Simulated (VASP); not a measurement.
Set up this calculation in VASP 6.6.1, as the native input.

* Task: single point
* Functional: PBE
* Potentials or basis: VASP PAW PBE potentials, release 64 (As)
* Cutoff: 520 eV
* k mesh: 8 × 8 × 6
* Occupations: fermi-dirac, width 0.05 eV
* Spin: no spin polarisation
* Dipole correction: no
* Further INCAR settings: ALGO = Normal; EDIFF = 1e-06; NBANDS = 18

The structure of As lies in POSCAR:

```
As
1.0
    1.8127513088     -5.4630861361      0.0000000000
    1.8127513088      5.4630861361      0.0000000000
    0.0000000000      0.0000000000      4.4399990961
As
4
Direct
    0.3900000000      0.6100000000      0.5600000000
    0.8900000000      0.1100000000      0.9400000000
    0.6100000000      0.3900000000      0.4400000000
    0.1100000000      0.8900000000      0.0600000000
```

These files were run (other wordings do the same):

INCAR

```
ALGO = Normal
EDIFF = 1E-6
ENCUT = 520
GGA = PE
ISIF = 2
ISMEAR = -1
LASPH = True
LCHARG = False
LREAL = False
LWAVE = False
NBANDS = 18
NELM = 80
PREC = Accurate
SIGMA = 0.05
```

KPOINTS

```
k-points
0
Gamma
  8 8 6
```

Potentials or basis: VASP PAW PBE potentials, release 64 (As).

Run with:

```bash
$ cat potpaw_PBE.64/As/POTCAR > POTCAR
$ mpirun -np 1 vasp_std > vasp.out
```

Results of the run:

The pressure is 5.0 GPa, the largest force is 0.321 eV/Å and the band gap on the k mesh is 0.03 eV, indirect (least direct gap 0.10 eV).

Wall time 68 s on 1 thread of Intel(R) Xeon(R) Platinum 8488C (Sapphire Rapids) (shared host), peak memory 0.32 GiB.
